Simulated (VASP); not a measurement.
# TiO2 (P4_2/mnm) in VASP: notebook, part 2 of 2

VASP 6.6.1. Earlier steps stand in the parts before.

## Step 4: Single point, PBE+U (strain +0.080 along x and y, +0.040 along z)

INCAR

```
PREC = Accurate ; ENCUT = 520
EDIFF = 1E-7 ; ISMEAR = 0
SIGMA = 0.05 ; LREAL = F
LASPH = T ; NELM = 150
ALGO = Normal ; ISIF = 2
LWAVE = F ; LCHARG = F
LMAXMIX = 4 ; LDAU = T
LDAUTYPE = 2 ; LDAUL = 2 -1
LDAUU = 4 0 ; LDAUJ = 0 0
LDAUPRINT = 1 ; GGA = PE
NBANDS = 33
```

KPOINTS

```
Automatic mesh
0
Gamma
  6 6 10
```

POSCAR

```
TiO2
1.0
    5.0116130050      0.0000000000      0.0000000000
    0.0000000000      5.0116130050      0.0000000000
    0.0000000000      0.0000000000      3.1266390186
Ti O
2 4
Direct
    0.0000000000      0.0000000000      0.0000000000
    0.5000000000      0.5000000000      0.5000000000
    0.3056475955      0.3056475955      0.0000000000
    0.1943524045      0.8056475955      0.5000000000
    0.6943524045      0.6943524045      0.0000000000
    0.8056475955      0.1943524045      0.5000000000
```

Potentials or basis: VASP PAW PBE potentials, release 64 (Ti_sv, O).

Launch:

```
> cat potpaw_PBE.64/Ti_sv/POTCAR potpaw_PBE.64/O/POTCAR > POTCAR
> mpirun -np 1 vasp_std > vasp.out
```

OUTCAR:

```text
PREC = Accurate
   ENCUT = 520
   EDIFF = 1E-7
   ISMEAR = 0
   LREAL = F
   LASPH = T
   NELM = 150
   ISIF = 2
   GGA = PE

 ion  position               nearest neighbor table
   1  0.000  0.000  0.000-   4 2.08   6 2.08   4 2.08   6 2.08   5 2.17   3 2.17
   2  0.500  0.500  0.500-   3 2.08   5 2.08   3 2.08   5 2.08   4 2.17   6 2.17
   3  0.306  0.306  0.000-   2 2.08   2 2.08   1 2.17
   4  0.194  0.806  0.500-   1 2.08   1 2.08   2 2.17
   5  0.694  0.694  0.000-   2 2.08   2 2.08   1 2.17
   6  0.806  0.194  0.500-   1 2.08   1 2.08   2 2.17

  LATTYP: Found a simple tetragonal cell.
 ALAT       =     5.0116130050
 C/A-ratio  =     0.6238787822

  Lattice vectors:

 A1 = (   5.0116130050,   0.0000000000,   0.0000000000)
 A2 = (   0.0000000000,   5.0116130050,   0.0000000000)
 A3 = (   0.0000000000,   0.0000000000,   3.1266390186)

Analysis of symmetry for initial positions (statically):
=====================================================================
 Subroutine PRICEL returns:
 Original cell was already a primitive cell.

 Routine SETGRP: Setting up the symmetry group for a
 simple tetragonal supercell.

 Subroutine GETGRP returns: Found 16 space group operations
 (whereof  8 operations were pure point group operations)
 out of a pool of 16 trial point group operations.

The static configuration has the point symmetry D_2h.
 The point group associated with its full space group is D_4h.

Analysis of symmetry for dynamics (positions and initial velocities):
=====================================================================
 Subroutine PRICEL returns:
 Original cell was already a primitive cell.

 Routine SETGRP: Setting up the symmetry group for a
 simple tetragonal supercell.

 Subroutine GETGRP returns: Found 16 space group operations
 (whereof  8 operations were pure point group operations)
 out of a pool of 16 trial point group operations.

The dynamic configuration has the point symmetry D_2h.
 The point group associated with its full space group is D_4h.

 Subroutine INISYM returns: Found 16 space group operations
 (whereof  8 operations are pure point group operations),
 and found     1 'primitive' translations

----------------------------------------------------------------------------------------

                                     Primitive cell

  volume of cell :      78.5295

  direct lattice vectors                    reciprocal lattice vectors
     5.011613005  0.000000000  0.000000000     0.199536556  0.000000000  0.000000000
     0.000000000  5.011613005  0.000000000     0.000000000  0.199536556  0.000000000
[... 161 lines left out ...]
  o =  0.0923  v =  0.0000  0.0000  0.0000  0.0000  0.0000  0.0000 -0.7071  0.0000 -0.7071  0.0000      0.0000  0.0000  0.0000  0.0000  0.0000  0.0000  0.0000  0.0000  0.0000  0.0000
  o =  0.0926  v = -0.0000 -0.0000 -0.0000 -0.0000 -1.0000  0.0000  0.0000  0.0000  0.0000  0.0000      0.0000  0.0000  0.0000  0.0000  0.0000  0.0000  0.0000  0.0000  0.0000  0.0000
  o =  0.0926  v =  0.0000  0.0000  0.0000  0.0000  0.0000 -0.0000 -0.0000 -0.0000 -0.0000 -1.0000      0.0000  0.0000  0.0000  0.0000  0.0000  0.0000  0.0000  0.0000  0.0000  0.0000
  o =  0.2012  v =  0.8467  0.0000 -0.5320 -0.0000 -0.0000  0.0000  0.0000  0.0000  0.0000  0.0000      0.0000  0.0000  0.0000  0.0000  0.0000  0.0000  0.0000  0.0000  0.0000  0.0000
  o =  0.2012  v =  0.0000  0.0000  0.0000  0.0000  0.0000  0.8467  0.0000 -0.5320 -0.0000 -0.0000      0.0000  0.0000  0.0000  0.0000  0.0000  0.0000  0.0000  0.0000  0.0000  0.0000
  o =  0.2464  v =  0.0000  0.0000  0.0000  0.0000  0.0000 -0.0000  0.7071  0.0000 -0.7071  0.0000      0.0000  0.0000  0.0000  0.0000  0.0000  0.0000  0.0000  0.0000  0.0000  0.0000
  o =  0.2464  v = -0.0000  0.7071  0.0000 -0.7071  0.0000  0.0000  0.0000  0.0000  0.0000  0.0000      0.0000  0.0000  0.0000  0.0000  0.0000  0.0000  0.0000  0.0000  0.0000  0.0000

atom =   2  type =  1  l = 2

 onsite density matrix

spin component  1

  0.1637  0.0000  0.0598  0.0000  0.0000
  0.0000  0.1694  0.0000  0.0770  0.0000
  0.0598  0.0000  0.1061  0.0000  0.0000
  0.0000  0.0770  0.0000  0.1694  0.0000
  0.0000  0.0000  0.0000  0.0000  0.0926

spin component  2

  0.1637  0.0000  0.0598  0.0000  0.0000
  0.0000  0.1694  0.0000  0.0770  0.0000
  0.0598  0.0000  0.1061  0.0000  0.0000
  0.0000  0.0770  0.0000  0.1694  0.0000
  0.0000  0.0000  0.0000  0.0000  0.0926

 occupancies and eigenvectors

  o =  0.0685  v = -0.5320  0.0000  0.8467 -0.0000 -0.0000  0.0000  0.0000  0.0000  0.0000  0.0000      0.0000  0.0000  0.0000  0.0000  0.0000  0.0000  0.0000  0.0000  0.0000  0.0000
  o =  0.0685  v =  0.0000  0.0000  0.0000  0.0000  0.0000 -0.5320  0.0000  0.8467 -0.0000 -0.0000      0.0000  0.0000  0.0000  0.0000  0.0000  0.0000  0.0000  0.0000  0.0000  0.0000
  o =  0.0923  v = -0.0000 -0.7071  0.0000  0.7071  0.0000  0.0000  0.0000  0.0000  0.0000  0.0000      0.0000  0.0000  0.0000  0.0000  0.0000  0.0000  0.0000  0.0000  0.0000  0.0000
  o =  0.0923  v =  0.0000  0.0000  0.0000  0.0000  0.0000 -0.0000 -0.7071  0.0000  0.7071  0.0000      0.0000  0.0000  0.0000  0.0000  0.0000  0.0000  0.0000  0.0000  0.0000  0.0000
  o =  0.0926  v = -0.0000  0.0000  0.0000 -0.0000  1.0000  0.0000  0.0000  0.0000  0.0000  0.0000      0.0000  0.0000  0.0000  0.0000  0.0000  0.0000  0.0000  0.0000  0.0000  0.0000
  o =  0.0926  v =  0.0000  0.0000  0.0000  0.0000  0.0000 -0.0000  0.0000  0.0000 -0.0000  1.0000      0.0000  0.0000  0.0000  0.0000  0.0000  0.0000  0.0000  0.0000  0.0000  0.0000
  o =  0.2012  v = -0.8467 -0.0000 -0.5320 -0.0000 -0.0000  0.0000  0.0000  0.0000  0.0000  0.0000      0.0000  0.0000  0.0000  0.0000  0.0000  0.0000  0.0000  0.0000  0.0000  0.0000
  o =  0.2012  v =  0.0000  0.0000  0.0000  0.0000  0.0000 -0.8467 -0.0000 -0.5320 -0.0000 -0.0000      0.0000  0.0000  0.0000  0.0000  0.0000  0.0000  0.0000  0.0000  0.0000  0.0000
  o =  0.2464  v =  0.0000 -0.7071  0.0000 -0.7071 -0.0000  0.0000  0.0000  0.0000  0.0000  0.0000      0.0000  0.0000  0.0000  0.0000  0.0000  0.0000  0.0000  0.0000  0.0000  0.0000
  o =  0.2464  v =  0.0000  0.0000  0.0000  0.0000  0.0000  0.0000 -0.7071  0.0000 -0.7071 -0.0000      0.0000  0.0000  0.0000  0.0000  0.0000  0.0000  0.0000  0.0000  0.0000  0.0000

 number of electron      48.0000007 magnetization

 Free energy of the ion-electron system (eV)
  ---------------------------------------------------
  ext. energy  EPLUGINS =         0.00000000
  ---------------------------------------------------
  free energy    TOTEN  =       -47.30787544 eV

  energy without entropy =      -47.30787544  energy(sigma->0) =      -47.30787544

 E-fermi :   3.2710     XC(G=0): -10.2427

 val. band max:        2.9087798141   @ k =   0.0000   0.0000   0.0000
 cond. band min:       4.7249615481   @ k =   0.5000   0.5000   0.0000
 fundamental gap:      1.8161817339
 Fermi energy:         3.2709901965

 k-point     1 :       0.0000    0.0000    0.0000
  band No.  band energies     occupation
      1     -55.8421      2.00000
      2     -55.8381      2.00000
      3     -31.9457      2.00000
      4     -31.9457      2.00000
      5     -31.9013      2.00000
      6     -31.9013      2.00000
[... 853 lines left out ...]
     32       6.6654      0.00000
     33       7.6848      0.00000

 [... further k-points ...]
[... 5 lines left out ...]
  --------------------------------------------------------------------------------------
  -------------------------------------------------------------------------------------
  Total      -12.4300510    -12.4300510    -13.0380395      0.0000000      0.0000000      0.0000000
  in kB     -253.6008432   -253.6008432   -266.0051684      0.0000000      0.0000000      0.0000000
  external PRESSURE =    -257.7356183 kB  Pullay stress =       0.0000000 kB

 VOLUME and BASIS-vectors are now :
 -----------------------------------------------------------------------------
  energy-cutoff  :      520.00
  volume of cell :       78.53
      direct lattice vectors                 reciprocal lattice vectors
     5.011613005  0.000000000  0.000000000     0.199536556  0.000000000  0.000000000
     0.000000000  5.011613005  0.000000000     0.000000000  0.199536556  0.000000000
     0.000000000  0.000000000  3.126639019     0.000000000  0.000000000  0.319832252

 POSITION                                       TOTAL-FORCE (eV/Angst)
 -----------------------------------------------------------------------------------
      0.00000      0.00000      0.00000         0.000000     -0.000000     -0.000000
      2.50581      2.50581      1.56332         0.000000     -0.000000     -0.000000
      1.53179      1.53179      0.00000         0.567434      0.567434     -0.000000
      0.97402      4.03759      1.56332        -0.567434      0.567434     -0.000000
      3.47983      3.47983      0.00000        -0.567434     -0.567434      0.000000
      4.03759      0.97402      1.56332         0.567434     -0.567434      0.000000
 -----------------------------------------------------------------------------------
    total drift:                                0.000000     -0.000000     -0.000000

  FREE ENERGIE OF THE ION-ELECTRON SYSTEM (eV)
  ---------------------------------------------------
  free  energy   TOTEN  =       -47.3078754364 eV

  energy  without entropy=      -47.3078754364  energy(sigma->0) =      -47.30787544
```

Wall time 3.3 min (1 thread of Intel Xeon Platinum 8488C (Sapphire Rapids), shared host); peak memory 0.26 GiB.

Results:

```yaml
Free_energy: -47.3079 eV
Pressure: -25.8 GPa
Largest_force: 0.802 eV/Å
Band_gap_on_the_k_mesh: 1.82 eV (least direct gap 1.85 eV)
```

Forces on the atoms (eV/Å):
```
Ti   0.000  0.000  0.000
Ti   0.000  0.000  0.000
O    0.567  0.567  0.000
O   -0.567  0.567  0.000
O   -0.567 -0.567  0.000
O    0.567 -0.567  0.000
```

Stress tensor (GPa, compression positive):
```
-25.36   0.00   0.00
  0.00 -25.36   0.00
  0.00   0.00 -26.60
```

Levels at points of the mesh, in eV from the valence-band top:
```csv
k point,band 20,band 21,band 22,band 23,band 24,band 25,band 26,band 27,band 28,band 29
"(0.00, 0.00, 0.00)",-1.67,-0.70,-0.42,-0.42,0.00,1.85,1.97,2.33,2.34,2.34
"(0.50, 0.00, 0.00)",-2.36,-1.32,-1.32,-0.56,-0.56,2.28,2.28,2.64,2.64,3.08
"(0.50, 0.50, 0.00)",-1.54,-1.17,-1.17,-1.01,-1.01,1.82,1.82,2.35,2.35,3.24
"(0.00, 0.00, 0.50)",-2.56,-1.51,-1.51,-1.25,-1.25,2.56,2.56,2.95,2.95,3.06
"(0.50, 0.00, 0.50)",-2.17,-1.56,-1.56,-0.74,-0.74,1.92,1.92,2.93,2.93,3.18
"(0.50, 0.50, 0.50)",-2.54,-0.84,-0.84,-0.69,-0.69,2.36,2.36,2.79,2.79,3.00
```

Eigenvalues of the final occupation matrices:
| site | spin | trace | eigenvalues |
| --- | --- | --- | --- |
| site 1 d | 1 | 0.70 | 0.07 0.09 0.09 0.20 0.25 |
| site 1 d | 2 | 0.70 | 0.07 0.09 0.09 0.20 0.25 |
| site 2 d | 1 | 0.70 | 0.07 0.09 0.09 0.20 0.25 |
| site 2 d | 2 | 0.70 | 0.07 0.09 0.09 0.20 0.25 |

Caveat: the cell differs from its parent crystal (strain +0.080 along x and y, +0.040 along z); the cell stands under tension. A k mesh can miss the band edges.

## Step 5: Single point, PBE+U

This run uses another cell than the first one, of 11.67 Å³/atom.

INCAR

```
PREC     = Accurate       # precision mode
ENCUT    = 600            # plane-wave cutoff, eV
EDIFF    = 1E-6           # SCF threshold, eV
ISMEAR   = 0              # smearing method
SIGMA    = 0.05           # smearing width, eV
LREAL    = F              # projectors in reciprocal space
LASPH    = T              # aspherical terms in the spheres
NELM     = 200            # most SCF steps
ALGO     = Normal         # electronic algorithm
ISIF     = 2              # what is computed and relaxed
LWAVE    = F              # write WAVECAR
LCHARG   = F              # write CHGCAR
LMAXMIX  = 4              # l up to which the mixer works
LDAU     = T              # DFT+U
LDAUTYPE = 2            
LDAUL    = 2 -1           # shell
LDAUU    = 4 0            # U, eV
LDAUJ    = 0 0          
LDAUPRINT= 1            
GGA      = PE             # functional
NBANDS   = 33             # bands
GGA_COMPAT= F
```

KPOINTS

```
regular mesh
0
Gamma
  6 6 10
```

POSCAR, as its differences from that of step 4:

```diff
@@ -2,5 +2,5 @@
 1.0
-    5.0116130050      0.0000000000      0.0000000000
-    0.0000000000      5.0116130050      0.0000000000
-    0.0000000000      0.0000000000      3.1266390186
+    4.8259977085      0.0000000000      0.0000000000
+    0.0000000000      4.8259977085      0.0000000000
+    0.0000000000      0.0000000000      3.0063836717
 Ti O
```

Potentials or basis: VASP PAW PBE potentials, release 64 (Ti_sv, O).

Launch:

```
> cat potpaw_PBE.64/Ti_sv/POTCAR potpaw_PBE.64/O/POTCAR > POTCAR
> mpirun -np 1 vasp_std > vasp.out
```

OUTCAR:

```text
PREC = Accurate
   ENCUT = 600
   EDIFF = 1E-6
   ISMEAR = 0
   LREAL = F
   LASPH = T
   NELM = 200
   ISIF = 2
   GGA = PE

 ion  position               nearest neighbor table
   1  0.000  0.000  0.000-   4 2.00   6 2.00   4 2.00   6 2.00   5 2.09   3 2.09
   2  0.500  0.500  0.500-   3 2.00   5 2.00   3 2.00   5 2.00   4 2.09   6 2.09
   3  0.306  0.306  0.000-   2 2.00   2 2.00   1 2.09
   4  0.194  0.806  0.500-   1 2.00   1 2.00   2 2.09
   5  0.694  0.694  0.000-   2 2.00   2 2.00   1 2.09
   6  0.806  0.194  0.500-   1 2.00   1 2.00   2 2.09

  LATTYP: Found a simple tetragonal cell.
 ALAT       =     4.8259977085
 C/A-ratio  =     0.6229558846

  Lattice vectors:

 A1 = (   4.8259977085,   0.0000000000,   0.0000000000)
 A2 = (   0.0000000000,   4.8259977085,   0.0000000000)
 A3 = (   0.0000000000,   0.0000000000,   3.0063836717)

Analysis of symmetry for initial positions (statically):
=====================================================================
 Subroutine PRICEL returns:
 Original cell was already a primitive cell.

 Routine SETGRP: Setting up the symmetry group for a
[... 253 lines left out ...]
 fundamental gap:      2.1216736964
 Fermi energy:         4.1575215291

 k-point     1 :       0.0000    0.0000    0.0000
  band No.  band energies     occupation
      1     -54.3837      2.00000
      2     -54.3758      2.00000
      3     -30.5458      2.00000
      4     -30.5458      2.00000
      5     -30.4646      2.00000
      6     -30.4646      2.00000
[... 853 lines left out ...]
     32       8.4445      0.00000
     33       9.5541      0.00000

 [... further k-points ...]

------------------------ aborting loop because EDIFF is reached ----------------------------------------

  FORCE on cell =-STRESS in cart. coord.  units (eV):
  Direction    XX          YY          ZZ          XY          YZ          ZX
  --------------------------------------------------------------------------------------
  -------------------------------------------------------------------------------------
  Total       -5.3956203     -5.3956203     -3.0263579     -0.0000000      0.0000000      0.0000000
  in kB     -123.4620081   -123.4620081    -69.2487985     -0.0000000      0.0000000      0.0000000
  external PRESSURE =    -105.3909383 kB  Pullay stress =       0.0000000 kB

 VOLUME and BASIS-vectors are now :
 -----------------------------------------------------------------------------
  energy-cutoff  :      600.00
  volume of cell :       70.02
      direct lattice vectors                 reciprocal lattice vectors
     4.825997709  0.000000000  0.000000000     0.207211039  0.000000000  0.000000000
     0.000000000  4.825997709  0.000000000     0.000000000  0.207211039  0.000000000
     0.000000000  0.000000000  3.006383672     0.000000000  0.000000000  0.332625543

 POSITION                                       TOTAL-FORCE (eV/Angst)
 -----------------------------------------------------------------------------------
      0.00000      0.00000      0.00000        -0.000000      0.000000     -0.000000
      2.41300      2.41300      1.50319        -0.000000      0.000000     -0.000000
      1.47505      1.47505      0.00000         0.187442      0.187442      0.000000
      0.93794      3.88805      1.50319        -0.187442      0.187442     -0.000000
      3.35094      3.35094      0.00000        -0.187442     -0.187442     -0.000000
      3.88805      0.93794      1.50319         0.187442     -0.187442     -0.000000
 -----------------------------------------------------------------------------------
    total drift:                                0.000000     -0.000000     -0.000000

  FREE ENERGIE OF THE ION-ELECTRON SYSTEM (eV)
  ---------------------------------------------------
  free  energy   TOTEN  =       -48.3062419633 eV

  energy  without entropy=      -48.3062419633  energy(sigma->0) =      -48.30624196
```

OSZICAR:

```text
N       E                     dE             d eps       ncg     rms          rms(c)
DAV:   1     0.693844615012E+03    0.69384E+03   -0.26152E+04  3960   0.184E+03
DAV:   2     0.397856286409E+02   -0.65406E+03   -0.61216E+03  4239   0.536E+02
DAV:   3    -0.631679441402E+02   -0.10295E+03   -0.10113E+03  5538   0.196E+02
DAV:   4    -0.682984108348E+02   -0.51305E+01   -0.51180E+01  5825   0.428E+01
DAV:   5    -0.685177877162E+02   -0.21938E+00   -0.21932E+00  5368   0.703E+00    0.292E+01
DAV:   6    -0.483275573937E+02    0.20190E+02   -0.87102E+01  5385   0.857E+01    0.102E+01
DAV:   7    -0.485258016667E+02   -0.19824E+00   -0.12555E+01  5274   0.263E+01    0.689E+00
DAV:   8    -0.483657789206E+02    0.16002E+00   -0.47131E-01  5384   0.563E+00    0.504E+00
DAV:   9    -0.483217822008E+02    0.43997E-01   -0.78180E-01  5217   0.864E+00    0.178E+00
DAV:  10    -0.483149983156E+02    0.67839E-02   -0.22381E-01  5928   0.420E+00    0.753E-01
DAV:  11    -0.483093758424E+02    0.56225E-02   -0.60386E-02  4888   0.137E+00    0.511E-01
DAV:  12    -0.483071694299E+02    0.22064E-02   -0.16466E-02  5238   0.138E+00    0.231E-01
DAV:  13    -0.483062521518E+02    0.91728E-03   -0.25204E-03  5092   0.592E-01    0.379E-02
DAV:  14    -0.483062529560E+02   -0.80421E-06   -0.29064E-04  4753   0.102E-01    0.260E-02
DAV:  15    -0.483062429110E+02    0.10045E-04   -0.53488E-05  5411   0.738E-02    0.841E-03
DAV:  16    -0.483062419633E+02    0.94768E-06   -0.43662E-06  4081   0.198E-02
   1 F= -.48306242E+02 E0= -.48306242E+02  d E =-.254615E-14
```

stdout:

```text
POSCAR found type information on POSCAR TiO
 POSCAR found :  2 types and       6 ions
 scaLAPACK will be used
 LDA part: xc-table for (Slater+PW92), standard interpolation
 POSCAR, INCAR and KPOINTS ok, starting setup
 FFT: planning ... GRIDC
 FFT: planning ... GRID_SOFT
 FFT: planning ... GRID
 WAVECAR not read
 entering main loop
```

It took 3 min on 1 thread of Oxide Virtual Turin-like, shared host; peak memory 0.24 GiB.

Results:

* Free energy: -48.3062 eV
* Pressure: -10.5 GPa
* Largest force: 0.265 eV/Å
* Band gap on the k mesh: 2.12 eV (least direct gap 2.15 eV)

Forces in eV/Å, atoms in the order of the input:
```
Ti   0.000  0.000  0.000
Ti   0.000  0.000  0.000
O    0.187  0.187  0.000
O   -0.187  0.187  0.000
O   -0.187 -0.187  0.000
O    0.187 -0.187  0.000
```

Stress tensor (GPa, compression positive):
```
-12.35   0.00   0.00
  0.00 -12.35   0.00
  0.00   0.00  -6.92
```

Eigenvalues of the final occupation matrices:
| site | spin | trace | eigenvalues |
| --- | --- | --- | --- |
| site 1 d | 1 | 0.75 | 0.08 0.09 0.10 0.22 0.26 |
| site 1 d | 2 | 0.75 | 0.08 0.09 0.10 0.22 0.26 |
| site 2 d | 1 | 0.75 | 0.08 0.09 0.10 0.22 0.26 |
| site 2 d | 2 | 0.75 | 0.08 0.09 0.10 0.22 0.26 |

Caveat: the stress differs along the axes, from -12 to -7 GPa. A k mesh can miss the band edges.

## Step 6: The runs side by side

```tsv
cell	cutoff (eV)	gap on the mesh (eV)	pressure (GPa)	largest force (eV/Å)
a = 5.012, b = 5.012, c = 3.006 Å, 6 atoms	520	1.96	-19.9	0.80
a = 4.826, b = 4.826, c = 3.247 Å, 6 atoms	520	1.86	-23.6	0.31
a = 5.012, b = 5.012, c = 3.127 Å, 6 atoms	520	1.82	-25.8	0.80
a = 4.826, b = 4.826, c = 3.006 Å, 6 atoms	600	2.12	-10.5	0.27
```

Alike in all rows: task single point; level PBE+U; potentials or basis VASP PAW PBE potentials, release 64 (Ti_sv, O); no spin polarisation; Ti d U = 4.0 eV; k mesh 6 × 6 × 10; smearing gaussian 0.05 eV.

Caveats: the stress differs along the axes, from -23 to -14 GPa (at least some runs); the stress differs along the axes, from -32 to -19 GPa (at least some runs); the cell stands under tension (at least some runs); the stress differs along the axes, from -12 to -7 GPa (at least some runs).

Absolute energies hang on the potentials; compare differences alone.
